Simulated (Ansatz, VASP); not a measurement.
**One calculation of Lu, two programs**

Contents of POSCAR:

```
Lu
1.0
    3.5048186286      0.0000000000      0.0000000000
   -1.7524093143      3.0352619680      0.0000000000
    0.0000000000      0.0000000000      5.4696750779
Lu
2
Direct
    0.3333333333      0.6666666667      0.2500000000
    0.6666666667      0.3333333333      0.7500000000
```

Contents of INCAR.step1:

```
SYSTEM = Lu
PREC = Accurate
ENCUT = 520
ISMEAR = 1
SIGMA = 0.2
LREAL = .FALSE.
LASPH = .TRUE.
NELM = 100
NBANDS = 32
GGA = PE
ALGO = Normal
EDIFF = 1E-4
LWAVE = .TRUE.
LCHARG = .FALSE.
```

INCAR.step2

```
SYSTEM = Lu
PREC = Accurate
ENCUT = 520
EDIFF = 1E-6
ISMEAR = 1
SIGMA = 0.2
LREAL = .FALSE.
LASPH = .TRUE.
NELM = 100
ALGO = Normal
ISIF = 2
LWAVE = .FALSE.
LCHARG = .FALSE.
METAGGA = R2SCAN
LMIXTAU = .TRUE.
NBANDS = 32
ISTART = 1
```

Contents of KPOINTS:

```
regular mesh
0
G
  10 10 6
  0 0 0
```

Input for Ansatz:

```yaml
crystal:
  lattice:
    - [3.5048186286, 0.0, 0.0]
    - [-1.7524093143, 3.035261968, 0.0]
    - [0.0, 0.0, 5.4696750779]
  atoms:
    - { symbol: Lu, position: [0.3333333333, 0.6666666667, 0.25] }
    - { symbol: Lu, position: [0.6666666667, 0.3333333333, 0.75] }
hamiltonian:
  xc: r2scan
  pseudopotentials:
    kind: paw
    azcp:
      Lu: "pseudopotentials/Lu.paw.azcp"
basis:
  ecutwfc: 500
  fft_grid_basis: typed
kpoints:
  mp_grid: { grid: [10, 10, 6], shift: [0, 0, 0] }
magnetization:
  spin_polarized: false
scf:
  occupations: { method: methfessel_paxton, width: 0.2 }
  lower_state_search: "off"
output:
  stress: true
```

Alike in both runs: task single point; functional r2SCAN; k mesh 10 × 10 × 6; occupations methfessel-paxton of order 1, width 0.2 eV; no spin polarisation.

|  | VASP | Ansatz |
| --- | --- | --- |
| version | VASP 6.6.1 | Ansatz 0.2.0 |
| potentials or method | VASP PAW PBE potentials, release 64 (Lu), cutoff 520 eV | plane waves (500 eV) with PAW, scalar-relativistic |
| valence electrons in the cell | 50 | 50 |

|  | VASP | Ansatz | Ansatz less VASP |
| --- | --- | --- | --- |
| pressure (GPa) | 0.1 | -0.2 | -0.33 |
| traceless stress, the component that is largest in VASP (GPa) | -0.20 | -0.24 | -0.040 |

VASP's potentials were made for PBE, not for r2SCAN.

Neither program's run includes spin-orbit coupling.
